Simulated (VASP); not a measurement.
Crystal: Co.

```
Co
1.0
     2.50540    0.00000    0.00000
    -1.25270    2.16974    0.00000
     0.00000    0.00000    4.08930
Co
2
Direct
  0.33333 0.66667 0.25000
  0.66667 0.33333 0.75000
```

Base run:

| Quantity | Value |
| --- | --- |
| Program | VASP 6.6.1 |
| Functional | PBE |
| Potentials or basis | VASP PAW PBE potentials, release 64 (Co) |
| Cutoff | 520 eV |
| k mesh | 11 × 11 × 6 |
| Occupations | fermi-dirac, width 0.05 eV |
| Spin | collinear spin, ferromagnetic start |
| Starting moments | [1.025, 1.025] μB |
| Fixed moment | 2.05 μB |

Its results: pressure -11.9 GPa; net moment 2.05 μB per cell; site moments Co +1.05 μB.

Question: The run is repeated on the same cell with these changes: fixed moment from 2.05 μB to none; moments at the start from [1.02, 1.02] to [3.0, 3.0]. What comes out?

Answer: Pressure -6.1 GPa; net moment 3.14 μB per cell; site moments Co +1.60 μB.

Caveats: the cell stands under tension; the total moment is fixed, so each spin has its own Fermi level (at least some runs).
